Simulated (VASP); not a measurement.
The system is Mg2Ir.

```xyz
3
Lattice="1.7117 0.9882 5.1697 -1.7117 0.9882 5.1697 0.0000 -1.9765 5.1697" Properties=species:S:1:pos:R:3 pbc="T T T"
Mg    0.0000    0.0000   11.6319
Mg    0.0000    0.0000    3.8773
Ir    0.0000    0.0000    0.0000
```

* Program: VASP 6.6.1
* Task: relaxation of cell and atoms
* Functional: PBE
* Potentials or basis: VASP PAW PBE potentials, release 64 (Mg, Ir)
* Cutoff: 600 eV
* k mesh: 6 × 6 × 6
* Occupations: gaussian, width 0.1 eV
* Spin: no spin polarisation

At the start: pressure 25.4 GPa; volume 17.49 Å³/atom.

Q: Where does the relaxation end?

A: Over 24 steps the energy falls by 727.1 meV/atom; space group R-3m (No. 166, to 0.1 Å) before and after.

The path:
```tsv
step	energy change (eV)	largest force (eV/Å)	pressure (GPa)	volume (Å³)
1	0.0000	3.3492	25.42	52.47
2	-0.5400	0.7390	-10.02	76.48
3	-1.0609	0.4673	-1.65	64.63
4	-1.0617	0.5185	-1.22	64.29
5	-1.0616	0.5572	-0.90	64.03
6	-1.1007	0.5125	-0.85	63.09
7	-1.2179	0.3716	-0.76	60.30
8	-1.3844	0.5105	0.60	54.82
9	-1.4047	0.5990	0.60	54.49
10	-1.4667	0.9782	0.79	53.48
11	-1.5146	1.7709	1.99	51.39
12	-1.5768	1.8575	1.90	51.03
13	-1.7056	2.0478	2.47	49.81
14	-1.4489	2.2226	10.23	46.78
15	-1.7120	2.1523	3.15	49.27
16	-1.8193	1.8658	2.18	49.73
17	-2.0461	1.1647	-0.12	51.09
18	-2.1478	0.1144	-2.32	53.82
19	-2.1566	0.2723	-2.08	53.27
20	-2.1569	0.3250	-1.98	53.08
21	-2.1734	0.1526	-0.10	52.28
22	-2.1757	0.0536	0.96	51.87
23	-2.1798	0.0336	0.55	52.15
24	-2.1813	0.0030	0.11	52.47
```

Final structure:
```cif
data_structure
_symmetry_space_group_name_H-M 'P 1'
_symmetry_Int_Tables_number 1
_cell_length_a 7.0461
_cell_length_b 7.0461
_cell_length_c 7.0461
_cell_angle_alpha 24.398
_cell_angle_beta 24.398
_cell_angle_gamma 24.398
_cell_volume 52.47
loop_
_atom_site_label
_atom_site_type_symbol
_atom_site_fract_x
_atom_site_fract_y
_atom_site_fract_z
_atom_site_occupancy
Mg1 Mg 0.76762 0.76762 0.76762 1
Mg2 Mg 0.23238 0.23238 0.23238 1
Ir1 Ir 0.00000 0.00000 0.00000 1
```

Caveat: a cell axis changed by over 15 % at a fixed basis, so the end point is rough.
